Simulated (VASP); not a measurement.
Input of a VASP 6.6.1 run:

File POSCAR:

```
CdSe
1.0
    0.0000000000      3.0678016971      3.0678016971
    3.0678016971      0.0000000000      3.0678016971
    3.0678016971      3.0678016971      0.0000000000
Cd Se
1 1
Direct
    0.0000000000      0.0000000000      0.0000000000
    0.7500000000      0.7500000000      0.7500000000
```

File INCAR.step1:

```
PREC = Accurate
ENCUT = 520
EDIFF = 1E-5
ISMEAR = 0
SIGMA = 0.01
LREAL = False
LASPH = True
NELM = 100
ALGO = Normal
ISIF = 2
LWAVE = True
LCHARG = False
GGA = PE
NBANDS = 16
```

INCAR.step2

```
PREC = Accurate
ENCUT = 520
EDIFF = 1E-6
ISMEAR = 0
SIGMA = 0.01
LREAL = False
LASPH = True
NELM = 100
ALGO = Normal
ISIF = 2
LWAVE = False
LCHARG = False
GGA = PE
LHFCALC = True
HFSCREEN = 0.2079
PRECFOCK = Normal
ISTART = 1
NBANDS = 16
```

The input KPOINTS:

```
Automatic mesh
0
Gamma
  4 4 4
```

Potentials or basis: VASP PAW PBE potentials, release 64 (Cd, Se).

Command:

```bash
$ cat potpaw_PBE.64/Cd/POTCAR potpaw_PBE.64/Se/POTCAR > POTCAR
$ cp INCAR.step1 INCAR
$ mpirun -np 1 vasp_std > vasp.out
$ cp INCAR.step2 INCAR
$ mpirun -np 1 vasp_std > vasp.out
```

Problem. What does it give for the pressure?

Solution. 0.5 GPa.

Problem. What does it give for the band gap on the k mesh?

Solution. 1.50 eV, direct.

Caveat: the k points lie up to 0.44 Å⁻¹ apart; the PAW data sets were made with another functional, which shifts forces and pressure a little.
